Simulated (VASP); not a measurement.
Write the native input for VASP 6.6.1 that does the following.

```yaml
Task: relaxation of cell and atoms
Functional: PBE
Potentials_or_basis: VASP PAW PBE potentials, release 64 (Si, C)
Cutoff: 600 eV
k_mesh: 14 × 14 × 14
Occupations: gaussian, width 0.1 eV
Spin: no spin polarisation
Dipole_correction: no
Further_INCAR_settings: ALGO = Normal; EDIFF = 1e-06; IBRION = 2; EDIFFG = -0.01; NSW = 100; ISIF = 3
```

The structure of SiC3 lies in POSCAR:

```
SiC3
1.0
    3.5756969826      0.0000000000      0.0000000000
    0.0000000000      3.5756969826      0.0000000000
    0.0000000000      0.0000000000      3.4043470061
Si C
1 3
Direct
    0.0000000000      0.0000000000      0.5000000000
    0.0000000000      0.0000000000      0.0000000000
    0.5000000000      0.5000000000      0.6987638000
    0.5000000000      0.5000000000      0.3012362000
```

These files were run (other wordings do the same):

INCAR

```
ALGO = Normal
EDIFF = 1E-6
EDIFFG = -0.01
ENCUT = 600
GGA = PE
IBRION = 2
ISIF = 3
ISMEAR = 0
LASPH = T
LCHARG = F
LREAL = F
LWAVE = F
NELM = 100
NSW = 100
PREC = Accurate
SIGMA = 0.1
```

KPOINTS

```
k-points
0
Gamma
  14 14 14
```

Potentials or basis: VASP PAW PBE potentials, release 64 (Si, C).

Run with:

```console
$ cat potpaw_PBE.64/Si/POTCAR potpaw_PBE.64/C/POTCAR > POTCAR
$ mpirun -np 1 vasp_std > vasp.out
```

It gave:

```json
{"Relaxed volume": "16.67 Å³/atom", "Relaxed cell": "a = 4.672 Å, b = 4.672 Å, c = 3.056 Å, α = 90.00°, β = 90.00°, γ = 90.00°", "Space group after relaxing (to 0.1 Å)": "P4/mmm (No. 123)", "Energy gained by relaxing": "211.5 meV/atom", "Ionic steps": "38", "Pressure after relaxing": "0.0 GPa", "Largest force after relaxing": "0.007 eV/Å", "Band gap on the k mesh": "1.04 eV (least direct gap 1.30 eV)"}
```

Caveat: the volume moved by over 15 % at a fixed basis, so the end points are rough.

Wall time 24 min on 1 thread of Intel(R) Xeon(R) 6975P-C (Granite Rapids), with other jobs on the host, peak memory 0.33 GiB.
